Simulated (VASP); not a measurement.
A run of VASP 6.6.1 is set up as follows.

The input INCAR:

```
SYSTEM = Ga3Sb
PREC = Accurate
ENCUT = 520
EDIFF = 1E-7
ISMEAR = 0
SIGMA = 0.1
LREAL = .FALSE.
LASPH = .TRUE.
NELM = 100
ALGO = Fast
ISIF = 2
LWAVE = .FALSE.
LCHARG = .TRUE.
GGA = PE
LELF = .TRUE.
LVHAR = .TRUE.
NBANDS = 30
```

KPOINTS

```
regular mesh
0
G
  6 6 2
  0 0 0
```

POSCAR

```
Ga3Sb
1.0
    3.8771394594      0.0000000000      0.0000000000
   -1.9385697297      3.3577012659      0.0000000000
    0.0000000000      0.0000000000      6.9530823032
Ga Sb
3 1
Direct
    0.3333333333      0.6666666667      0.2239925671
    0.6666666667      0.3333333333      0.7760074329
    0.0000000000      0.0000000000      0.0000000000
    0.0000000000      0.0000000000      0.5000000000
```

Potentials or basis: VASP PAW PBE potentials, release 64 (Ga_d, Sb).

The run is started by

```sh
$ cat potpaw_PBE.64/Ga_d/POTCAR potpaw_PBE.64/Sb/POTCAR > POTCAR
$ mpirun -np 1 vasp_std > vasp.out
```

(1) Estimate the pressure.

(2) Predict the band gap on the k mesh.

Results:

(1) 0.1 GPa.

(2) zero (bands 22 and 23 overlap by 3.88 eV).

Caveat: the k points lie up to 0.45 Å⁻¹ apart, too coarse for converged energies and pressures of a metal; spin-orbit coupling is left out, which moves the levels of the heavy elements.
